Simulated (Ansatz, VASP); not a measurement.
# One calculation of Pt, two programs

```
CELL_PARAMETERS angstrom
1.36354 -4.39926 0.00000
1.36354 4.39926 0.00000
0.00000 0.00000 2.72648
ATOMIC_POSITIONS crystal
Pt 0.86804 0.13196 0.75000
Pt 0.13196 0.86804 0.25000
```

Alike in both runs: functional PBE; k mesh 22 × 22 × 20; occupations gaussian, width 0.1 eV; no spin polarisation.

Ansatz relaxed the structure, and its values are those at the end. VASP's run is a single point on that final structure, the one shown.

|  | VASP | Ansatz |
| --- | --- | --- |
| version | VASP 6.6.1 | Ansatz 0.2.0 |
| potentials or method | VASP PAW PBE potentials, release 64 (Pt), cutoff 520 eV | scalar-relativistic, plane waves, PAW |
| valence electrons in the cell | 20 | 36 |

|  | VASP | Ansatz | Ansatz less VASP |
| --- | --- | --- | --- |
| gap on the k mesh at the Fermi level (eV) | none | none | - |
| pressure (GPa) | -0.5 | 0.0 | +0.47 |

A gap of «none» marks a metal or a gap that the smearing closes. VASP's potentials hold 20 valence electrons a cell and Ansatz's 36, so a difference there can come from the potentials and not from the codes.

Spin-orbit coupling is off throughout.
